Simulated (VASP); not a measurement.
# MoS2 in VASP: single point with PBEsol

Aim: the single point of MoS2 with PBEsol.

Everything below comes from runs of VASP 6.6.1. Logs are shortened: lines on timing, memory, paths and dates and some standing lists are left out, and cuts for length are marked.

**1. The cell of the first run**

The cell holds a slab with vacuum, 9 atoms: a = 3.141 Å, b = 3.141 Å, c = 28.017 Å, α = 91.49°, β = 90.00°, γ = 120.00°.

**2. Single point, PBEsol (strain -0.0300 x Voigt [0, 0, 0, 1, 0, 0])**

File INCAR:

```
PREC = Accurate ; ENCUT = 520
EDIFF = 1E-6 ; ISMEAR = 0
SIGMA = 0.05 ; LREAL = False
LASPH = True ; NELM = 100
ALGO = Normal ; ISIF = 2
LWAVE = False ; LCHARG = False
GGA = PS ; NBANDS = 49
```

File KPOINTS:

```
Automatic mesh
0
Gamma
  12 12 1
```

File POSCAR:

```
MoS2
1.0
    3.1407285108      0.0000000000      0.0000000000
   -1.5703642554      2.7199506767     -0.0407992602
    0.0000000000     -0.4202085974     28.0139064959
Mo S
3 6
Direct
    0.6666666667      0.3333333333      0.0000000000
    0.3333333333      0.6666666667      0.7755311770
    0.3333333333      0.6666666667      0.2244688230
    0.3333333333      0.6666666667      0.0556609006
    0.6666666667      0.3333333333      0.8311968859
    0.6666666667      0.3333333333      0.2800842459
    0.3333333333      0.6666666667      0.9443390994
    0.6666666667      0.3333333333      0.7199157541
    0.6666666667      0.3333333333      0.1688031141
```

Potentials or basis: VASP PAW PBE potentials, release 64 (Mo_sv, S).

Started as:

```console
$ cat potpaw_PBE.64/Mo_sv/POTCAR potpaw_PBE.64/S/POTCAR > POTCAR
$ mpirun -np 1 vasp_std > vasp.out
```

OUTCAR:

```text
PREC = Accurate
   ENCUT = 520
   EDIFF = 1E-6
   ISMEAR = 0
   LREAL = False
   LASPH = True
   NELM = 100
   ISIF = 2
   GGA = PS

 ion  position               nearest neighbor table
   1  0.667  0.333  0.000-   7 2.36   4 2.37   4 2.37   7 2.41   7 2.41   4 2.43
   2  0.333  0.667  0.776-   5 2.36   8 2.37   8 2.37   5 2.41   5 2.41   8 2.43
   3  0.333  0.667  0.224-   6 2.36   9 2.37   9 2.37   6 2.41   6 2.41   9 2.43
   4  0.333  0.667  0.056-   1 2.37   1 2.37   1 2.43
   5  0.667  0.333  0.831-   2 2.36   2 2.41   2 2.41
   6  0.667  0.333  0.280-   3 2.36   3 2.41   3 2.41
   7  0.333  0.667  0.944-   1 2.36   1 2.41   1 2.41
   8  0.667  0.333  0.720-   2 2.37   2 2.37   2 2.43
   9  0.667  0.333  0.169-   3 2.37   3 2.37   3 2.43

  LATTYP: Found a base centered monoclinic cell.
 ALAT       =     5.4405133079
 B/A-ratio  =     0.5772853283
 C/A-ratio  =     5.1497085473
 COS(beta)  =    -0.0299932515

  Lattice vectors:

 A1 = (   1.5703642554,   2.7199506767,  -0.0407992602)
 A2 = (  -1.5703642554,   2.7199506767,  -0.0407992602)
 A3 = (   0.0000000000,  -0.4202085974,  28.0139064959)

Analysis of symmetry for initial positions (statically):
=====================================================================
 Subroutine PRICEL returns:
 Original cell was already a primitive cell.

 Routine SETGRP: Setting up the symmetry group for a
 base centered monoclinic supercell.

 Subroutine GETGRP returns: Found  2 space group operations
 (whereof  2 operations were pure point group operations)
 out of a pool of  4 trial point group operations.

The static configuration has the point symmetry C_1h.

Analysis of symmetry for dynamics (positions and initial velocities):
=====================================================================
 Subroutine PRICEL returns:
 Original cell was already a primitive cell.

 Routine SETGRP: Setting up the symmetry group for a
 base centered monoclinic supercell.

 Subroutine GETGRP returns: Found  2 space group operations
 (whereof  2 operations were pure point group operations)
 out of a pool of  4 trial point group operations.

The dynamic configuration has the point symmetry C_1h.

 Subroutine INISYM returns: Found  2 space group operations
[... 113 lines left out ...]
   EDIFFG = 0.1E-04   stopping-criterion for IOM
   NSW    =      0    number of steps for IOM
   IBRION =     -1    ionic relax: 0-MD 1-quasi-New 2-CG
   NFREE  =      0    steps in history (QN), initial steepest desc. (CG)
   ISIF   =      2    stress and relaxation
   ISYM   =      2    0-nonsym 1-usesym 2-fastsym
   POTIM  = 0.5000    time-step for ionic-motion
   TEBEG  =    0.0;   TEEND  =   0.0 temperature during run
   PSTRESS=    0.0 pullay stress
   NELECT =      78.0000    total number of electrons
   NUPDOWN=      -1.0000    fix difference up-down
   EMIN   =  10.00;   EMAX   =-10.00  energy-range for DOS
   EFERMI =   0.00;   METHOD = LEGACY
   ISMEAR =     0;   SIGMA  =   0.05  broadening in eV -4-tet -1-fermi 0-gaus
   EFERMI_NEDOS =   21; number of points for ismear=-14 and -15
   IALGO  =     38    algorithm
   IMIX   =      4    mixing-type and parameters
     AMIX     =   0.40;   BMIX     =  1.00
     AMIX_MAG =   1.60;   BMIX_MAG =  1.00
  volume/ion in A,a.u.               =      26.58       179.40
  Fermi-wavevector in a.u.,A,eV,Ry     =   1.126723  2.129198 17.272667  1.269505
  Thomas-Fermi vector in A             =   2.263406
   LORBIT       =      0    0 simple, 1 ext, 2 COOP (PROOUT), +10 PAW based schemes
   GGA     = PS    functional components
   LHFCALC =     F    Hartree Fock is set to
   AEXX    =    0.0000 exact exchange contribution
   IVDW    =     0    specifies the selected vdW correction
   LEPSILON=     F    determine dielectric tensor
   LRPA    =     F    only Hartree local field effects (RPA)
 non-spin polarized calculation
 Gauss-broadening in eV      SIGMA  =   0.05
  energy-cutoff  :      520.00
  volume of cell :      239.26
 maximum number of plane-waves:      6483
   NGX = 11   NGY = 11   NGZ =105

 number of electron      78.0000001 magnetization

 Free energy of the ion-electron system (eV)
  ---------------------------------------------------
  ext. energy  EPLUGINS =         0.00000000
  ---------------------------------------------------
  free energy    TOTEN  =       -70.26686588 eV

  energy without entropy =      -70.26686588  energy(sigma->0) =      -70.26686588

 E-fermi :   3.2656     XC(G=0):  -7.6694

 val. band max:        3.0498269352   @ k =   0.0000   0.0000   0.0000
 cond. band min:       4.2470906524   @ k =   0.1667   0.1667  -0.0000
 fundamental gap:      1.1972637172
 Fermi energy:         3.2656041883

 k-point     1 :       0.0000    0.0000    0.0000
  band No.  band energies     occupation
      1     -58.1327      2.00000
      2     -58.1311      2.00000
      3     -58.1311      2.00000
      4     -32.3458      2.00000
      5     -32.3444      2.00000
      6     -32.3444      2.00000
[... 1237 lines left out ...]
     48       6.3455      0.00000
     49       6.9066      0.00000

 [... further k-points ...]

------------------------ aborting loop because EDIFF is reached ----------------------------------------

  FORCE on cell =-STRESS in cart. coord.  units (eV):
  Direction    XX          YY          ZZ          XY          YZ          ZX
  --------------------------------------------------------------------------------------
  -------------------------------------------------------------------------------------
  Total        0.1426841      0.2459011      0.1899744      0.0000000      4.2743700      0.0000000
  in kB        0.9554738      1.6466593      1.2721497      0.0000000     28.6230110      0.0000000
  external PRESSURE =       1.2914276 kB  Pullay stress =       0.0000000 kB

 VOLUME and BASIS-vectors are now :
 -----------------------------------------------------------------------------
  energy-cutoff  :      520.00
  volume of cell :      239.26
      direct lattice vectors                 reciprocal lattice vectors
     3.140728511  0.000000000  0.000000000     0.318397466  0.183868233  0.002758023
    -1.570364255  2.719950677 -0.040799260     0.000000000  0.367736466  0.005516047
     0.000000000 -0.420208597 28.013906496     0.000000000  0.000535569  0.035704590

 POSITION                                       TOTAL-FORCE (eV/Angst)
 -----------------------------------------------------------------------------------
      1.57036      0.90665     -0.01360         0.000000      0.032838      0.001081
     -0.00000      1.48742     21.69846         0.000000     -0.033906     -0.001671
     -0.00000      1.71898      6.26105         0.000000     -0.032073     -0.000503
     -0.00000      1.78991      1.53208         0.000000      0.421015      0.027826
      1.57036      0.55737     23.27147         0.000000      0.456475      0.030816
      1.57036      0.78896      7.83265        -0.000000      0.465879      0.033254
     -0.00000      1.41648     26.42743         0.000000     -0.455752     -0.029051
      1.57036      0.60414     20.15405         0.000000     -0.432843     -0.032183
      1.57036      0.83572      4.71523         0.000000     -0.421632     -0.029569
 -----------------------------------------------------------------------------------
    total drift:                                0.000000     -0.000008     -0.000049

  FREE ENERGIE OF THE ION-ELECTRON SYSTEM (eV)
  ---------------------------------------------------
  free  energy   TOTEN  =       -70.2668658784 eV

  energy  without entropy=      -70.2668658784  energy(sigma->0) =      -70.26686588
```

stdout:

```text
POSCAR found type information on POSCAR MoS
 POSCAR found :  2 types and       9 ions
 scaLAPACK will be used
 -----------------------------------------------------------------------------
|                                                                             |
|                                                                             |
|     You enforced a specific xc type in the INCAR file but a different       |
|     I HOPE YOU KNOW WHAT YOU ARE DOING!                                     |
|                                                                             |
 -----------------------------------------------------------------------------

 LDA part: xc-table for (Slater+PW92), standard interpolation
 POSCAR, INCAR and KPOINTS ok, starting setup
 FFT: planning ... GRIDC
 FFT: planning ... GRID_SOFT
 FFT: planning ... GRID
 WAVECAR not read
 entering main loop
```

It took 11 min on 1 thread of AMD EPYC 7R43 (Zen 3), shared host; peak memory 0.52 GiB.

Results:

| Property | Result |
| --- | --- |
| Free energy | -70.2669 eV |
| Largest force | 0.467 eV/Å |
| Band gap on the k mesh | 1.20 eV (least direct gap 1.76 eV) |

Forces in eV/Å, atoms in the order of the input:
```
Mo   0.000  0.033  0.001
Mo   0.000 -0.034 -0.002
Mo   0.000 -0.032 -0.001
S    0.000  0.421  0.028
S    0.000  0.456  0.031
S    0.000  0.466  0.033
S    0.000 -0.456 -0.029
S    0.000 -0.433 -0.032
S    0.000 -0.422 -0.030
```

Caveat: the cell differs from its parent crystal (strain -0.0300 x Voigt [0, 0, 0, 1, 0, 0]); the PAW data sets were made with another functional, which shifts forces and pressure a little.
